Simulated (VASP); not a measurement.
Input of a VASP 6.6.1 run:

Contents of INCAR:

```
SYSTEM = Pt2C
ALGO = Normal
EDIFF = 1E-6
ENCUT = 520
GGA = PE
ISIF = 2
ISMEAR = 0
LASPH = .True.
LCHARG = .True.
LELF = .True.
LREAL = .False.
LVHAR = .True.
LWAVE = .False.
NBANDS = 19
NELM = 100
PREC = Accurate
SIGMA = 0.1
```

Contents of KPOINTS:

```
k-points
0
Gamma
  24 24 24
  0 0 0
```

Contents of POSCAR:

```
Pt2C
1.0
   -1.3818821921      1.3818821921      4.9539361922
    1.3818821921     -1.3818821921      4.9539361922
    1.3818821921      1.3818821921     -4.9539361922
Pt C
2 1
Direct
    0.6386138759      0.6386138759      0.0000000000
    0.3613861241      0.3613861241      0.0000000000
    0.0000000000      0.0000000000      0.0000000000
```

Potentials or basis: VASP PAW PBE potentials, release 64 (Pt, C).

Run with:

```sh
$ cat potpaw_PBE.64/Pt/POTCAR potpaw_PBE.64/C/POTCAR > POTCAR
$ mpirun -np 1 vasp_std > vasp.out
```

Q: What does it give for the largest force?

A: 0.005 eV/Å.

Q: What does it give for the pressure?

A: -0.3 GPa.

Forces in eV/Å, atoms in the order of the input:
```
Pt   0.000  0.000  0.005
Pt   0.000  0.000 -0.005
C    0.000  0.000  0.000
```
